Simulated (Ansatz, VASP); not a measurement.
## Al4B3P: VASP beside Ansatz

```
Al B P
1.0
     3.10287    0.00000    0.00000
    -1.55144    2.68716    0.00000
     0.00000    0.00000   11.64697
Al B P
4 3 1
Cartesian
  0.0000 0.0000 3.1809
  1.5514 0.8957 5.7739
  0.0000 0.0000 -0.2076
  0.0000 1.7914 9.2847
  0.0000 1.7914 4.4976
  0.0000 1.7914 1.3417
  1.5514 0.8957 1.3759
  0.0000 0.0000 7.5858
```

Alike in both runs: functional PBE; k mesh 6 × 6 × 2; occupations gaussian, width 0.2 eV; no spin polarisation.

Ansatz relaxed the structure, and its values are those at the end. VASP's run is a single point on that final structure, the one shown.

|  | VASP | Ansatz |
| --- | --- | --- |
| version | VASP 6.6.1 | Ansatz 0.2.0 |
| potentials or method | VASP PAW PBE potentials, release 64 (Al, B, P), cutoff 500 eV | scalar-relativistic, plane waves, PAW |
| valence electrons in the cell | 26 | 26 |

|  | VASP | Ansatz | Ansatz less VASP |
| --- | --- | --- | --- |
| gap on the k mesh at the Fermi level (eV) | none | none | - |
| pressure (GPa) | -0.1 | -0.1 | +0.05 |
| rms of the force components (eV/Å) | 0.011 | 0.012 | +0.0008 |

A gap of «none» marks a metal or a gap that the smearing closes.

The k mesh is coarse, so the values compare programs but aren't converged.
